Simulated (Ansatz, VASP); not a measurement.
## Ag2O in VASP and in Ansatz

```
Ag O
1.0
     4.85065    0.00000    0.00000
     0.00000    4.85065    0.00000
     0.00000    0.00000    4.85065
Ag O
4 2
Direct
  0.25000 0.25000 0.25000
  0.25000 0.75000 0.75000
  0.75000 0.75000 0.25000
  0.75000 0.25000 0.75000
  0.00000 0.00000 0.00000
  0.50000 0.50000 0.50000
```

Alike in both runs: functional r2SCAN; k mesh 7 × 7 × 7; occupations fermi-dirac, width 0.1 eV; no spin polarisation.

Ansatz relaxed the structure, and its values are those at the end. VASP's run is a single point on that final structure, the one shown.

|  | VASP | Ansatz |
| --- | --- | --- |
| version | VASP 6.6.1 | Ansatz 0.2.0 |
| potentials or method | VASP PAW PBE potentials, release 64 (Ag, O), cutoff 660 eV | PAW plane waves |
| valence electrons in the cell | 56 | 88 |

|  | VASP | Ansatz | Ansatz less VASP |
| --- | --- | --- | --- |
| pressure (GPa) | -4.3 | -4.1 | +0.18 |

VASP's potentials were made for PBE, not for r2SCAN. VASP's potentials hold 56 valence electrons a cell and Ansatz's 88, so a difference there can come from the potentials and not from the codes. Ansatz's warnings: stress scf threshold loose.
